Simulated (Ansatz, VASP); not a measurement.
**One calculation of Si, two programs**

```xyz
17
Lattice="0.0000 5.4300 5.4300 5.4300 0.0000 5.4300 5.4300 5.4300 0.0000" Properties=species:S:1:pos:R:3 pbc="T T T"
Si   -0.0219    0.0219   -0.0294
Si    1.3574    1.3878    1.3542
Si    2.7193    2.7106   -0.0071
Si    4.0422    4.0726    1.3542
Si    2.7379    0.0217    2.7354
Si    4.0727    1.3572    4.0682
Si    5.4082    2.6921    2.7354
Si    6.7879    4.0720    4.1024
Si   -0.0061    2.7073    2.7143
Si    1.3579    4.0721    4.0310
Si    2.7227    5.4361    2.7143
Si    4.0728    6.7871    4.0707
Si    2.7376    2.6923    5.4010
Si    4.1044    4.0714    6.7842
Si    5.4265    5.4335    5.4222
Si    6.7885    6.7555    6.7842
Si    6.7882    9.5017    6.7814
```

Alike in both runs: functional PBE; dispersion D3(BJ); k mesh 2 × 2 × 2; occupations gaussian, width 0.02 eV; no spin polarisation.

Ansatz relaxed the structure, and its values are those at the end. VASP's run is a single point on that final structure, the one shown.

```csv
,VASP,Ansatz
version,VASP 6.6.1,Ansatz 0.2.0
potentials or method,"VASP PAW PBE potentials, release 64 (Si), cutoff 520 eV","scalar-relativistic, plane waves, PAW"
valence electrons in the cell,68,68
```

```csv
,VASP,Ansatz,Ansatz less VASP
rms of the force components (eV/Å),0.007,0.007,-0.0002
```

The k mesh is coarse, so the values compare programs but aren't converged.
